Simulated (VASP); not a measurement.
Write the native input for VASP 6.6.1 that does the following.

```yaml
Task: relaxation of cell and atoms
Functional: PBEsol
Potentials_or_basis: VASP PAW PBE potentials, release 64 (Ti_sv)
Cutoff: 600 eV
k_mesh: 10 × 10 × 10
Occupations: fermi-dirac, width 0.05 eV
Spin: no spin polarisation
Dipole_correction: no
Further_INCAR_settings: ALGO = Normal; EDIFF = 1e-06; IBRION = 2; EDIFFG = -0.01; NSW = 60; ISIF = 3
```

The structure of Ti lies in POSCAR:

```
Ti
1.0
    0.0000000000      2.0270948462      2.0270948462
    2.0270948462      0.0000000000      2.0270948462
    2.0270948462      2.0270948462      0.0000000000
Ti
1
Direct
    0.0000000000      0.0000000000      0.0000000000
```

This isn't the form of Ti at room conditions, which is hcp.

One way to write it, as run:

INCAR

```
ALGO = Normal
EDIFF = 1E-6
EDIFFG = -0.01
ENCUT = 600
GGA = PS
IBRION = 2
ISIF = 3
ISMEAR = -1
LASPH = T
LCHARG = F
LREAL = F
LWAVE = F
NELM = 60
NSW = 60
PREC = Accurate
SIGMA = 0.05
```

KPOINTS

```
k-points
0
Gamma
  10 10 10
```

Potentials or basis: VASP PAW PBE potentials, release 64 (Ti_sv).

Launch:

```sh
$ cat potpaw_PBE.64/Ti_sv/POTCAR > POTCAR
$ mpirun -np 1 vasp_std > vasp.out
```

It gave:

```
Relaxed volume                        : 16.62 Å³/atom
Relaxed cell                          : a = 2.865 Å, b = 2.865 Å, c = 2.865 Å, α = 60.00°, β = 60.00°, γ = 60.00°
Space group after relaxing (to 0.1 Å) : Fm-3m (No. 225)
Energy gained by relaxing             : 0.0 meV/atom
Ionic steps                           : 3
Pressure after relaxing               : 0.0 GPa
Band gap on the k mesh                : zero (bands 6 and 7 overlap by 1.18 eV)
```

Caveat: the PAW data sets were made with another functional, which shifts forces and pressure a little.

Run time: 20 s on 1 thread of AMD EPYC 7R13 (shared host), peak memory 0.12 GiB.
